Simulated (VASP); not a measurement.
# Sb3O (I4/mmm) in VASP: single point with PBE

Aim: the single point of Sb3O with PBE.

All numbers are computed with VASP 6.6.1; they aren't measurements. Logs are shortened: lines on timing, memory, paths and dates and some standing lists are left out, and cuts for length are marked.

## (1) The cell of the first run

It takes space group I4/mmm (No. 139, tetragonal). The conventional cell has a = 4.163 Å, b = 4.163 Å, c = 10.300 Å, α = 90.00°, β = 90.00°, γ = 90.00°. Sb (site symmetry 4/mmm) has 4 O at 2.94 Å and 8 Sb at 3.31 Å within 3.9 Å. Within 3.9 Å of Sb (site symmetry -4m2) lie 8 Sb at 2.94 to 3.31 Å and 4 O at 3.31 Å. Within 3.9 Å of O (site symmetry 4/mmm) lie 12 Sb at 2.94 to 3.31 Å.

## (2) Single point, PBE

INCAR reads:

```
  PREC = Accurate
  ENCUT = 520
  EDIFF = 1E-6
  ISMEAR = 0
  SIGMA = 0.1
  LREAL = F
  LASPH = T
  NELM = 60
  ALGO = Normal
  ISIF = 2
  LWAVE = F
  LCHARG = F
  GGA = PE
  NBANDS = 18
```

KPOINTS reads:

```
Automatic mesh
0
Gamma
  16 16 16
```

POSCAR reads:

```
Sb3O
1.0
   -2.0814859627      2.0814859627      5.1500357857
    2.0814859627     -2.0814859627      5.1500357857
    2.0814859627      2.0814859627     -5.1500357857
Sb O
3 1
Direct
    0.5000000000      0.5000000000      0.0000000000
    0.2500000000      0.7500000000      0.5000000000
    0.7500000000      0.2500000000      0.5000000000
    0.0000000000      0.0000000000      0.0000000000
```

Potentials or basis: VASP PAW PBE potentials, release 64 (Sb, O).

Launch:

```console
cat potpaw_PBE.64/Sb/POTCAR potpaw_PBE.64/O/POTCAR > POTCAR
mpirun -np 1 vasp_std > vasp.out
```

OUTCAR:

```text
PREC = Accurate
   ENCUT = 520
   EDIFF = 1E-6
   ISMEAR = 0
   LREAL = F
   LASPH = T
   NELM = 60
   ISIF = 2
   GGA = PE

 ion  position               nearest neighbor table
   1  0.500  0.500  0.000-   2 3.31   3 3.31   2 3.31   3 3.31   2 3.31   3 3.31   2 3.31   3 3.31

   2  0.250  0.750  0.500-   3 2.94   3 2.94   3 2.94   3 2.94   1 3.31   1 3.31   1 3.31   1 3.31

   3  0.750  0.250  0.500-   2 2.94   2 2.94   2 2.94   2 2.94   1 3.31   1 3.31   1 3.31   1 3.31

   4  0.000  0.000  0.000-

  LATTYP: Found a body centered tetragonal cell.
 ALAT       =     4.1629719254
 C/A-ratio  =     2.4742111539

  Lattice vectors:

 A1 = (  -2.0814859627,   2.0814859627,   5.1500357857)
 A2 = (   2.0814859627,  -2.0814859627,   5.1500357857)
 A3 = (   2.0814859627,   2.0814859627,  -5.1500357857)

Analysis of symmetry for initial positions (statically):
=====================================================================
 Subroutine PRICEL returns:
 Original cell was already a primitive cell.

 Routine SETGRP: Setting up the symmetry group for a
 body centered tetragonal supercell.

 Subroutine GETGRP returns: Found 16 space group operations
 (whereof 16 operations were pure point group operations)
 out of a pool of 16 trial point group operations.

The static configuration has the point symmetry D_4h.

Analysis of symmetry for dynamics (positions and initial velocities):
=====================================================================
 Subroutine PRICEL returns:
 Original cell was already a primitive cell.

 Routine SETGRP: Setting up the symmetry group for a
 body centered tetragonal supercell.

 Subroutine GETGRP returns: Found 16 space group operations
 (whereof 16 operations were pure point group operations)
 out of a pool of 16 trial point group operations.

The dynamic configuration has the point symmetry D_4h.

 Subroutine INISYM returns: Found 16 space group operations
 (whereof 16 operations are pure point group operations),
 and found     1 'primitive' translations

----------------------------------------------------------------------------------------

                                     Primitive cell

  volume of cell :      89.2518

  direct lattice vectors                    reciprocal lattice vectors
    -2.081485963  2.081485963  5.150035786     0.000000000  0.240213006  0.097086704
     2.081485963 -2.081485963  5.150035786     0.240213006  0.000000000  0.097086704
     2.081485963  2.081485963 -5.150035786     0.240213006  0.240213006  0.000000000

  length of vectors
     5.931950457  5.931950457  5.931950457     0.259090942  0.259090942  0.339712491

  position of ions in fractional coordinates (direct lattice)
     0.500000000  0.500000000  0.000000000
     0.250000000  0.750000000  0.500000000
     0.750000000  0.250000000  0.500000000
     0.000000000  0.000000000  0.000000000

  ion indices of the primitive-cell ions
   primitive index   ion index
                 1           1
                 2           2
                 3           3
                 4           4

----------------------------------------------------------------------------------------

 KPOINTS: Automatic mesh

Automatic generation of k-mesh.
 Grid dimensions read from file:
 generate k-points for:   16   16   16

 Generating k-lattice:

  Cartesian coordinates                     Fractional coordinates (reciprocal lattice)
     0.000000000  0.015013313  0.006067919     0.062500000  0.000000000  0.000000000
     0.015013313  0.000000000  0.006067919     0.000000000  0.062500000  0.000000000
     0.015013313  0.015013313  0.000000000     0.000000000  0.000000000  0.062500000

  Length of vectors
     0.016193184  0.016193184  0.021232031

  Shift w.r.t. Gamma in fractional coordinates (k-lattice)
     0.000000000  0.000000000  0.000000000

 Subroutine IBZKPT returns following result:
 ===========================================

 Found    349 irreducible k-points:

 Following reciprocal coordinates:
            Coordinates               Weight
  0.000000  0.000000  0.000000      1.000000
  0.062500  0.000000  0.000000      8.000000
  0.125000  0.000000  0.000000      8.000000
  0.187500  0.000000  0.000000      8.000000
  0.250000  0.000000  0.000000      8.000000
  0.312500  0.000000  0.000000      8.000000
[... 16 lines left out ...]
 -0.125000  0.062500  0.000000     16.000000
 -0.062500  0.062500  0.000000      4.000000
 [... further k-points ...]
   k-points           NKPTS =    349   k-points in BZ     NKDIM =    349   number of bands    NBANDS=     18
   number of dos      NEDOS =    301   number of ions     NIONS =      4
   total plane-waves  NPLWV = 110592
   dimension x,y,z NGX =    48 NGY =   48 NGZ =   48
   dimension x,y,z NGXF=    96 NGYF=   96 NGZF=   96
   ions per type =               3   1
   NGX,Y,Z   is equivalent  to a cutoff of  13.45, 13.45, 13.45 a.u.
   NGXF,Y,Z  is equivalent  to a cutoff of  26.90, 26.90, 26.90 a.u.
 SYSTEM =  unknown system
   PREC   = accura    normal or accurate (medium, high low for compatibility)
   ISTART =      0    job   : 0-new  1-cont  2-samecut
   ICHARG =      2    charge: 1-file 2-atom 10-const
   ISPIN  =      1    spin polarized calculation?
   LNONCOLLINEAR =      F non collinear calculations
   LSORBIT =      F    spin-orbit coupling
   LASPH  =      T    aspherical Exc in radial PAW
   ENCUT  =  520.0 eV  38.22 Ry    6.18 a.u.  11.03 11.03 11.03*2*pi/ulx,y,z
   NELM   =     60;   NELMIN=  2; NELMDL= -5     # of ELM steps
   EDIFF  = 0.1E-05   stopping-criterion for ELM
   LREAL  =      F    real-space projection
   EDIFFG = 0.1E-04   stopping-criterion for IOM
   NSW    =      0    number of steps for IOM
   IBRION =     -1    ionic relax: 0-MD 1-quasi-New 2-CG
   NFREE  =      0    steps in history (QN), initial steepest desc. (CG)
   ISIF   =      2    stress and relaxation
   ISYM   =      2    0-nonsym 1-usesym 2-fastsym
   POTIM  = 0.5000    time-step for ionic-motion
   TEBEG  =    0.0;   TEEND  =   0.0 temperature during run
   PSTRESS=    0.0 pullay stress
   NELECT =      21.0000    total number of electrons
   NUPDOWN=      -1.0000    fix difference up-down
   EMIN   =  10.00;   EMAX   =-10.00  energy-range for DOS
   EFERMI =   0.00;   METHOD = LEGACY
   ISMEAR =     0;   SIGMA  =   0.10  broadening in eV -4-tet -1-fermi 0-gaus
   EFERMI_NEDOS =   21; number of points for ismear=-14 and -15
   IALGO  =     38    algorithm
   IMIX   =      4    mixing-type and parameters
     AMIX     =   0.40;   BMIX     =  1.00
     AMIX_MAG =   1.60;   BMIX_MAG =  1.00
  volume/ion in A,a.u.               =      22.31       150.58
  Fermi-wavevector in a.u.,A,eV,Ry     =   1.010669  1.909887 13.897690  1.021451
  Thomas-Fermi vector in A             =   2.143672
   LORBIT       =      0    0 simple, 1 ext, 2 COOP (PROOUT), +10 PAW based schemes
   GGA     = PE    functional components
   LHFCALC =     F    Hartree Fock is set to
   AEXX    =    0.0000 exact exchange contribution
   IVDW    =     0    specifies the selected vdW correction
   LEPSILON=     F    determine dielectric tensor
   LRPA    =     F    only Hartree local field effects (RPA)
 non-spin polarized calculation
 Gauss-broadening in eV      SIGMA  =   0.10
  energy-cutoff  :      520.00
  volume of cell :       89.25
 maximum number of plane-waves:      2422
 NGX is ok and might be reduce to    48
   NGX = 23   NGY = 23   NGZ = 23

 number of electron      21.0000000 magnetization

 Free energy of the ion-electron system (eV)
  ---------------------------------------------------
  ext. energy  EPLUGINS =         0.00000000
  ---------------------------------------------------
  free energy    TOTEN  =       -15.88468517 eV

  energy without entropy =      -15.86730835  energy(sigma->0) =      -15.87599676

 E-fermi :   7.6468     XC(G=0): -10.2671

 val. band max:        7.6466528707   @ k =  -0.3750  -0.3750   0.1875
 cond. band min:       7.6468361949   @ k =  -0.3750   0.3750   0.0625
 fundamental gap:      0.0001833242
 Fermi energy:         7.6468165234

 k-point     1 :       0.0000    0.0000    0.0000
  band No.  band energies     occupation
      1      -8.7247      2.00000
      2      -4.9769      2.00000
      3      -0.2986      2.00000
      4       2.1288      2.00000
      5       2.2127      2.00000
      6       4.4237      2.00000
[... 10 lines left out ...]
     17      13.8756      0.00000
     18      14.8228      0.00000

 k-point     2 :       0.0625    0.0000    0.0000
  band No.  band energies     occupation
      1      -8.7183      2.00000
      2      -4.9503      2.00000
      3      -0.3393      2.00000
      4       1.9514      2.00000
      5       2.2070      2.00000
      6       4.4405      2.00000
[... 10 lines left out ...]
     17      14.0714      0.00000
     18      14.6878      0.00000

 k-point     3 :       0.1250    0.0000    0.0000
  band No.  band energies     occupation
      1      -8.7001      2.00000
      2      -4.8695      2.00000
      3      -0.4512      2.00000
      4       1.3610      2.00000
      5       2.4197      2.00000
      6       4.4957      2.00000
[... 10 lines left out ...]
     17      14.1951      0.00000
     18      14.6596      0.00000

 k-point     4 :       0.1875    0.0000    0.0000
  band No.  band energies     occupation
      1      -8.6728      2.00000
      2      -4.7322      2.00000
      3      -0.6212      2.00000
      4       0.6775      2.00000
      5       2.7288      2.00000
      6       4.5981      2.00000
[... 375 lines left out ...]
      4       0.6386      2.00000
      5       2.5877      2.00000
      6       4.1510      2.00000
[... 10 lines left out ...]
     17      13.9246      0.00000
     18      15.0770      0.00000

 k-point    23 :      -0.1250    0.0625    0.0000
  band No.  band energies     occupation
      1      -8.6965      2.00000
      2      -4.8483      2.00000
      3      -0.3714      2.00000
      4       1.2813      2.00000
      5       2.3218      2.00000
      6       4.0875      2.00000
[... 10 lines left out ...]
     17      14.3174      0.00000
     18      14.5724      0.00000

 k-point    24 :      -0.0625    0.0625    0.0000
  band No.  band energies     occupation
      1      -8.7133      2.00000
      2      -4.9263      2.00000
      3      -0.3167      2.00000
      4       1.7743      2.00000
      5       2.1855      2.00000
      6       4.1897      2.00000
[... 10 lines left out ...]
     17      14.1491      0.00000
     18      14.6473      0.00000

 [... further k-points ...]

------------------------ aborting loop because EDIFF is reached ----------------------------------------

  FORCE on cell =-STRESS in cart. coord.  units (eV):
  Direction    XX          YY          ZZ          XY          YZ          ZX
  --------------------------------------------------------------------------------------
  -------------------------------------------------------------------------------------
  Total       -0.0732665     -0.0732665     -0.1002944      0.0000000      0.0000000      0.0000000
  in kB       -1.3152218     -1.3152218     -1.8004042      0.0000000      0.0000000      0.0000000
  external PRESSURE =      -1.4769492 kB  Pullay stress =       0.0000000 kB

 VOLUME and BASIS-vectors are now :
 -----------------------------------------------------------------------------
  energy-cutoff  :      520.00
  volume of cell :       89.25
      direct lattice vectors                 reciprocal lattice vectors
    -2.081485963  2.081485963  5.150035786     0.000000000  0.240213006  0.097086704
     2.081485963 -2.081485963  5.150035786     0.240213006  0.000000000  0.097086704
     2.081485963  2.081485963 -5.150035786     0.240213006  0.240213006  0.000000000

 POSITION                                       TOTAL-FORCE (eV/Angst)
 -----------------------------------------------------------------------------------
      0.00000      0.00000      5.15004         0.000000     -0.000000      0.000000
      2.08149      0.00000      2.57502        -0.000000     -0.000000      0.000000
      0.00000      2.08149      2.57502        -0.000000      0.000000     -0.000000
      0.00000      0.00000      0.00000         0.000000     -0.000000      0.000000
 -----------------------------------------------------------------------------------
    total drift:                                0.000000     -0.000000      0.000000

  FREE ENERGIE OF THE ION-ELECTRON SYSTEM (eV)
  ---------------------------------------------------
  free  energy   TOTEN  =       -15.8846851729 eV

  energy  without entropy=      -15.8673083527  energy(sigma->0) =      -15.87599676
```

It took 33 min on 1 thread of Intel Xeon 8259CL, shared host; peak memory 0.7 GiB.

What came out:

```yaml
Free_energy: -15.8847 eV
Pressure: -0.1 GPa
Band_gap_on_the_k_mesh: zero (an odd number of electrons rules out a gap without spin polarisation)
```

Levels at points of the mesh, in eV from the Fermi level:
```tsv
k point	band 7	band 8	band 9	band 10	band 11	band 12	band 13	band 14
(0.00, 0.00, 0.00)	-3.22	-2.66	-2.66	-1.24	0.71	1.33	1.33	2.76
(0.50, 0.00, 0.00)	-2.08	-1.47	-1.42	-0.41	-0.35	0.33	0.57	1.10
(0.50, 0.50, 0.00)	-4.64	-3.11	-1.85	-1.07	0.20	0.70	1.86	4.32
(0.50, 0.50, 0.50)	-1.52	-1.52	-1.43	-0.65	0.34	1.79	2.33	2.33
```

Caveat: spin-orbit coupling is left out, which moves the levels of the heavy elements; an odd number of electrons without spin polarisation forces a metal; a magnetic or distorted state may lie lower.
